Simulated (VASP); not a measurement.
The system is KTe2C4.

```xyz
7
Lattice="4.8088 0.0000 0.0000 -2.4044 4.1645 0.0000 0.0000 0.0000 9.0484" Properties=species:S:1:pos:R:3 pbc="T T T"
K     0.0000    0.0000    0.0000
Te    0.0000    0.0000    5.9838
Te    0.0000    0.0000    3.0646
C     0.0000    2.7763    0.0000
C     2.4044    1.3882    0.0000
C     0.0000    2.7763    4.5242
C     2.4044    1.3882    4.5242
```

The cell was generated, and may not be a known phase.

- Program: VASP 6.6.1
- Task: relaxation of cell and atoms
- Functional: PBE
- Potentials or basis: VASP PAW PBE potentials, release 64 (K_sv, Te, C)
- Cutoff: 600 eV
- k mesh: 6 × 6 × 2
- Occupations: gaussian, width 0.1 eV
- Spin: no spin polarisation

At the start: pressure -7.8 GPa; volume 25.89 Å³/atom.

Q: How do energy, volume and symmetry change on relaxing?

A: Over 13 steps the energy falls by 386.0 meV/atom and the volume is 21.00 Å³/atom (-18.9 %); space group P6/mmm (No. 191, to 0.1 Å) before and after.

The path:
| step | energy change (eV) | largest force (eV/Å) | pressure (GPa) | volume (Å³) |
| --- | --- | --- | --- | --- |
| 1 | 0.0000 | 2.4289 | -7.82 | 181.20 |
| 2 | -2.2203 | 0.3660 | -3.53 | 149.69 |
| 3 | -2.4849 | 1.0888 | 0.58 | 139.47 |
| 4 | -2.4877 | 1.2385 | 1.04 | 138.58 |
| 5 | -2.5943 | 0.6843 | 1.56 | 136.28 |
| 6 | -2.6322 | 0.3054 | 1.16 | 137.22 |
| 7 | -2.6323 | 0.2889 | 1.15 | 137.25 |
| 8 | -2.6572 | 0.3293 | 0.47 | 139.97 |
| 9 | -2.6771 | 0.4224 | -0.81 | 145.77 |
| 10 | -2.6929 | 0.1307 | -0.39 | 146.31 |
| 11 | -2.6973 | 0.1369 | -0.01 | 146.74 |
| 12 | -2.7015 | 0.0198 | 0.11 | 146.90 |
| 13 | -2.7020 | 0.0317 | 0.17 | 146.98 |

Final structure:
```xyz
7
Lattice="4.1700 0.0000 0.0000 -2.0850 3.6113 0.0000 0.0000 0.0000 9.7600" Properties=species:S:1:pos:R:3 pbc="T T T"
K     0.0000    0.0000    0.0000
Te    0.0000    0.0000    6.2211
Te    0.0000    0.0000    3.5388
C     0.0000    2.4075    0.0000
C     2.0850    1.2038    0.0000
C     0.0000    2.4075    4.8800
C     2.0850    1.2038    4.8800
```

Caveat: the volume moved by over 15 % at a fixed basis, so the end points are rough.
